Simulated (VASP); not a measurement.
SrO, 2 atoms in the cell. It takes space group F-43m (No. 216, cubic). Conventional cell: a = 5.614 Å, b = 5.614 Å, c = 5.614 Å, α = 90.00°, β = 90.00°, γ = 90.00°. Sr (site symmetry -43m) has 4 O at 2.43 Å within 3.2 Å. Within 3.2 Å of O (site symmetry -43m) lie 4 Sr at 2.43 Å. 

```yaml
Program: VASP 6.6.1
Task: single point
Functional: PBE
Potentials_or_basis: VASP PAW PBE potentials, release 64 (Sr_sv, O)
Cutoff: 600 eV
k_mesh: 6 × 6 × 6
Occupations: gaussian, width 0.05 eV
Spin: no spin polarisation
Dipole_correction: no
Further_INCAR_settings: ALGO = Normal; EDIFF = 1e-06; NBANDS = 15
```

Potentials or basis: VASP PAW PBE potentials, release 64 (Sr_sv, O).

Command:

```sh
$ cat potpaw_PBE.64/Sr_sv/POTCAR potpaw_PBE.64/O/POTCAR > POTCAR
$ mpirun -np 1 vasp_std > vasp.out
```

Hardware: 1 thread of Intel(R) Xeon(R) Platinum 8488C (Sapphire Rapids) (shared host).

Estimate the wall time of this run.

Run time: 10 s on 1 thread of Intel(R) Xeon(R) Platinum 8488C (Sapphire Rapids), on a shared host, peak memory 0.17 GiB. Counts: scf iterations 13, k points 16.
